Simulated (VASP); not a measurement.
# SnSe (Fm-3m) in VASP: further runs

SnSe is run at these levels: PBE+D3(BJ), PBE+D4; tasks: single point.

All numbers are computed with VASP 6.6.1; they aren't measurements. Logs are shortened: lines on timing, memory, paths and dates and some standing lists are left out, and cuts for length are marked.

## Step 1: The cell of the first run

It takes space group Fm-3m (No. 225, cubic). Conventional cell: a = 5.973 Å, b = 5.973 Å, c = 5.973 Å, α = 90.00°, β = 90.00°, γ = 90.00°. Sn (site symmetry m-3m) has 6 Se at 2.99 Å within 3.9 Å. Within 3.9 Å of Se (site symmetry m-3m) lie 6 Sn at 2.99 Å.

## Step 2: Single point, PBE+D3(BJ)

File INCAR:

```
SYSTEM = SnSe
  PREC = Accurate
  ENCUT = 520
  EDIFF = 1E-7
  ISMEAR = -1
  SIGMA = 0.05
  LREAL = .FALSE.
  LASPH = .TRUE.
  NELM = 60
  ALGO = Normal
  ISIF = 2
  LWAVE = .FALSE.
  LCHARG = .TRUE.
  GGA = PE
  IVDW = 12
  LELF = .TRUE.
  LVHAR = .TRUE.
  NBANDS = 17
```

File KPOINTS:

```
Automatic mesh
0
G
  8 8 8
  0 0 0
```

File POSCAR:

```
SnSe
1.0
    0.0000000000      2.9867158630      2.9867158630
    2.9867158630      0.0000000000      2.9867158630
    2.9867158630      2.9867158630      0.0000000000
Sn Se
1 1
Direct
    0.0000000000      0.0000000000      0.0000000000
    0.5000000000      0.5000000000      0.5000000000
```

Potentials or basis: VASP PAW PBE potentials, release 64 (Sn_d, Se).

Run with:

```bash
$ cat potpaw_PBE.64/Sn_d/POTCAR potpaw_PBE.64/Se/POTCAR > POTCAR
$ mpirun -np 1 vasp_std > vasp.out
```

OUTCAR:

```text
SYSTEM = SnSe
   PREC = Accurate
   ENCUT = 520
   EDIFF = 1E-7
   ISMEAR = -1
   LREAL = .FALSE.
   LASPH = .TRUE.
   NELM = 60
   ISIF = 2
   GGA = PE
   IVDW = 12
 IVDW          = 12

 ion  position               nearest neighbor table
   1  0.000  0.000  0.000-   2 2.99   2 2.99   2 2.99   2 2.99   2 2.99   2 2.99
   2  0.500  0.500  0.500-   1 2.99   1 2.99   1 2.99   1 2.99   1 2.99   1 2.99

  LATTYP: Found a face centered cubic cell.
 ALAT       =     5.9734317260

  Lattice vectors:

 A1 = (   0.0000000000,   2.9867158630,   2.9867158630)
 A2 = (   2.9867158630,   0.0000000000,   2.9867158630)
 A3 = (   2.9867158630,   2.9867158630,   0.0000000000)

Analysis of symmetry for initial positions (statically):
=====================================================================
 Subroutine PRICEL returns:
 Original cell was already a primitive cell.

 Routine SETGRP: Setting up the symmetry group for a
 face centered cubic supercell.

 Subroutine GETGRP returns: Found 48 space group operations
[... 9 lines left out ...]

 Routine SETGRP: Setting up the symmetry group for a
 face centered cubic supercell.

 Subroutine GETGRP returns: Found 48 space group operations
[... 11 lines left out ...]
                                     Primitive cell

  volume of cell :      53.2858

  direct lattice vectors                    reciprocal lattice vectors
     0.000000000  2.986715863  2.986715863    -0.167407957  0.167407957  0.167407957
     2.986715863  0.000000000  2.986715863     0.167407957 -0.167407957  0.167407957
     2.986715863  2.986715863  0.000000000     0.167407957  0.167407957 -0.167407957

  length of vectors
     4.223854080  4.223854080  4.223854080     0.289959087  0.289959087  0.289959087

  position of ions in fractional coordinates (direct lattice)
     0.000000000  0.000000000  0.000000000
     0.500000000  0.500000000  0.500000000

  ion indices of the primitive-cell ions
   primitive index   ion index
                 1           1
                 2           2

----------------------------------------------------------------------------------------

 KPOINTS: Automatic mesh

Automatic generation of k-mesh.
 Grid dimensions read from file:
 generate k-points for:    8    8    8

 Generating k-lattice:

  Cartesian coordinates                     Fractional coordinates (reciprocal lattice)
[... 54 lines left out ...]
   ISPIN  =      1    spin polarized calculation?
   LNONCOLLINEAR =      F non collinear calculations
   LSORBIT =      F    spin-orbit coupling
   LASPH  =      T    aspherical Exc in radial PAW
   ENCUT  =  520.0 eV  38.22 Ry    6.18 a.u.   7.85  7.85  7.85*2*pi/ulx,y,z
   NELM   =     60;   NELMIN=  2; NELMDL= -5     # of ELM steps
   EDIFF  = 0.1E-06   stopping-criterion for ELM
   LREAL  =      F    real-space projection
   EDIFFG = 0.1E-05   stopping-criterion for IOM
   NSW    =      0    number of steps for IOM
   IBRION =     -1    ionic relax: 0-MD 1-quasi-New 2-CG
   NFREE  =      0    steps in history (QN), initial steepest desc. (CG)
   ISIF   =      2    stress and relaxation
   ISYM   =      2    0-nonsym 1-usesym 2-fastsym
   POTIM  = 0.5000    time-step for ionic-motion
   TEBEG  =    0.0;   TEEND  =   0.0 temperature during run
   PSTRESS=    0.0 pullay stress
   NELECT =      20.0000    total number of electrons
   NUPDOWN=      -1.0000    fix difference up-down
   EMIN   =  10.00;   EMAX   =-10.00  energy-range for DOS
   EFERMI =   0.00;   METHOD = LEGACY
   ISMEAR =    -1;   SIGMA  =   0.05  broadening in eV -4-tet -1-fermi 0-gaus
   EFERMI_NEDOS =   21; number of points for ismear=-14 and -15
   IALGO  =     38    algorithm
   IMIX   =      4    mixing-type and parameters
     AMIX     =   0.40;   BMIX     =  1.00
     AMIX_MAG =   1.60;   BMIX_MAG =  1.00
  volume/ion in A,a.u.               =      26.64       179.80
  Fermi-wavevector in a.u.,A,eV,Ry     =   1.180903  2.231583 18.973761  1.394532
  Thomas-Fermi vector in A             =   2.317187
   LORBIT       =      0    0 simple, 1 ext, 2 COOP (PROOUT), +10 PAW based schemes
   GGA     = PE    functional components
   LHFCALC =     F    Hartree Fock is set to
   AEXX    =    0.0000 exact exchange contribution
   IVDW    =    12    specifies the selected vdW correction
   LEPSILON=     F    determine dielectric tensor
   LRPA    =     F    only Hartree local field effects (RPA)
 non-spin polarized calculation
  energy-cutoff  :      520.00
  volume of cell :       53.29
 maximum number of plane-waves:      1459
   NGX = 15   NGY = 15   NGZ = 15

 number of electron      20.0000008 magnetization

 Free energy of the ion-electron system (eV)
  ---------------------------------------------------
  ext. energy  EPLUGINS =         0.00000000
  ---------------------------------------------------
  free energy    TOTEN  =        -8.20645832 eV

  energy without entropy =       -8.20642319  energy(sigma->0) =       -8.20644075

 E-fermi :   6.1368     XC(G=0):  -9.7061

 val. band max:        5.8288467635   @ k =   0.5000   0.0000   0.0000
 cond. band min:       6.5153234105   @ k =   0.5000   0.0000   0.0000
 fundamental gap:      0.6864766470
 Fermi energy:         6.1367663235

 k-point     1 :       0.0000    0.0000    0.0000
  band No.  band energies     occupation
      1     -15.7525      2.00000
      2     -15.7525      2.00000
      3     -15.7525      2.00000
      4     -15.7513      2.00000
      5     -15.7513      2.00000
      6      -8.1790      2.00000
[... 457 lines left out ...]
      4     -15.7428      2.00000
      5     -15.7370      2.00000
      6      -7.0390      2.00000
[... 9 lines left out ...]
     16      16.7156      0.00000
     17      16.7785      0.00000

 [... further k-points ...]

------------------------ aborting loop because EDIFF is reached ----------------------------------------

 Edisp (eV)   -0.72374

 E8    (eV) :    -0.3262

  FORCE on cell =-STRESS in cart. coord.  units (eV):
  Direction    XX          YY          ZZ          XY          YZ          ZX
  --------------------------------------------------------------------------------------
  -------------------------------------------------------------------------------------
  Total      -0.00449    -0.00449    -0.00449    -0.00000    -0.00000    -0.00000
  in kB      -0.13501    -0.13501    -0.13501    -0.00000    -0.00000    -0.00000
  external pressure =       -0.14 kB  Pullay stress =        0.00 kB

 VOLUME and BASIS-vectors are now :
 -----------------------------------------------------------------------------
  energy-cutoff  :      520.00
  volume of cell :       53.29
      direct lattice vectors                 reciprocal lattice vectors
     0.000000000  2.986715863  2.986715863    -0.167407957  0.167407957  0.167407957
     2.986715863  0.000000000  2.986715863     0.167407957 -0.167407957  0.167407957
     2.986715863  2.986715863  0.000000000     0.167407957  0.167407957 -0.167407957

 POSITION                                       TOTAL-FORCE (eV/Angst)
 -----------------------------------------------------------------------------------
      0.00000      0.00000      0.00000         0.000000      0.000000      0.000000
      2.98672      2.98672      2.98672         0.000000      0.000000     -0.000000
 -----------------------------------------------------------------------------------
    total drift:                                0.000000     -0.000000     -0.000000

  FREE ENERGIE OF THE ION-ELECTRON SYSTEM (eV)
  ---------------------------------------------------
  free  energy   TOTEN  =        -8.9301964851 eV

  energy  without entropy=       -8.9301613548  energy(sigma->0) =       -8.93017892
```

OSZICAR:

```text
N       E                     dE             d eps       ncg     rms          rms(c)
DAV:   1     0.134225457367E+03    0.13423E+03   -0.96748E+03  1002   0.145E+03
DAV:   2     0.454843345616E+01   -0.12968E+03   -0.12541E+03  1035   0.350E+02
DAV:   3    -0.805571210854E+01   -0.12604E+02   -0.12508E+02  1243   0.955E+01
DAV:   4    -0.836835523749E+01   -0.31264E+00   -0.31242E+00  1168   0.159E+01
DAV:   5    -0.837682320116E+01   -0.84680E-02   -0.84675E-02  1395   0.256E+00    0.319E+00
DAV:   6    -0.820609693715E+01    0.17073E+00   -0.41425E-01  1406   0.377E+00    0.192E+00
DAV:   7    -0.820452078502E+01    0.15762E-02   -0.77807E-02  1160   0.125E+00    0.927E-01
DAV:   8    -0.820655262696E+01   -0.20318E-02   -0.81774E-03  1193   0.809E-01    0.113E-01
DAV:   9    -0.820639220725E+01    0.16042E-03   -0.12571E-03  1429   0.302E-01    0.485E-02
DAV:  10    -0.820645314490E+01   -0.60938E-04   -0.15722E-04  1167   0.711E-02    0.113E-02
DAV:  11    -0.820645821341E+01   -0.50685E-05   -0.18543E-05  1324   0.378E-02    0.293E-03
DAV:  12    -0.820645848781E+01   -0.27439E-06   -0.12624E-06  1279   0.111E-02    0.190E-03
DAV:  13    -0.820645837682E+01    0.11098E-06   -0.84567E-08   909   0.282E-03    0.683E-04
DAV:  14    -0.820645831583E+01    0.60994E-07   -0.51789E-08   799   0.158E-03
   1 F= -.89301965E+01 E0= -.89301789E+01  d E =-.351303E-04
```

Run time: 51 s. Hardware: 1 thread of AMD EPYC 7R13, shared host; peak memory 0.16 GiB.

Results:

```
Free energy                : -8.9302 eV
Pressure                   : 0.0 GPa
Band gap on the k mesh     : 0.69 eV, direct
Dispersion energy per atom : -0.362 eV
```

Caveat: spin-orbit coupling is left out, which moves the levels of the heavy elements. A k mesh can miss the band edges.

## Step 3: Single point, PBE+D4

File INCAR:

```
SYSTEM = SnSe
PREC     = Accurate       ! precision mode
ENCUT    = 520            ! plane-wave cutoff, eV
EDIFF    = 1E-6           ! SCF threshold, eV
ISMEAR   = -1             ! smearing method
SIGMA    = 0.05           ! smearing width, eV
LREAL    = .FALSE.        ! projectors in reciprocal space
LASPH    = .TRUE.         ! aspherical terms in the spheres
NELM     = 100            ! most SCF steps
ALGO     = Normal         ! electronic algorithm
ISIF     = 2              ! what is computed and relaxed
LWAVE    = .FALSE.        ! write WAVECAR
LCHARG   = .TRUE.         ! write CHGCAR
GGA      = PE             ! functional
IVDW     = 13             ! dispersion correction
LELF     = .TRUE.         ! ELF
LVHAR    = .TRUE.       
NBANDS   = 17             ! bands
```

File KPOINTS:

```
regular mesh
0
G
  8 8 8
  0 0 0
```

File POSCAR:

```
SnSe
1.0
    0.0000000000      2.9857300008      2.9857300008
    2.9857300008      0.0000000000      2.9857300008
    2.9857300008      2.9857300008      0.0000000000
Sn Se
1 1
Direct
    0.0000000000      0.0000000000      0.0000000000
    0.5000000000      0.5000000000      0.5000000000
```

Potentials or basis: VASP PAW PBE potentials, release 64 (Sn_d, Se).

Run with:

```bash
$ cat potpaw_PBE.64/Sn_d/POTCAR potpaw_PBE.64/Se/POTCAR > POTCAR
$ mpirun -np 1 vasp_std > vasp.out
```

Run time: 46 s. Hardware: 1 thread of AMD EPYC 7R13, shared host; peak memory 0.16 GiB.

It converged, with:

```
Free energy                : -8.9998 eV
Pressure                   : -0.1 GPa
Band gap on the k mesh     : 0.69 eV, direct
Dispersion energy per atom : -0.397 eV
```

Levels at points of the mesh, in eV from the valence-band top:
| k point | band 8 | band 9 | band 10 | band 11 | band 12 | band 13 |
| --- | --- | --- | --- | --- | --- | --- |
| (0.00, 0.00, 0.00) | -2.24 | -2.24 | -2.24 | 4.43 | 4.43 | 4.43 |
| (0.50, 0.00, 0.00) | -1.99 | -1.99 | 0.00 | 0.69 | 1.26 | 1.26 |
| (0.50, 0.50, 0.00) | -5.62 | -3.73 | -3.73 | 2.96 | 5.51 | 5.51 |

Caveat: spin-orbit coupling is left out, which moves the levels of the heavy elements. A k mesh can miss the band edges.
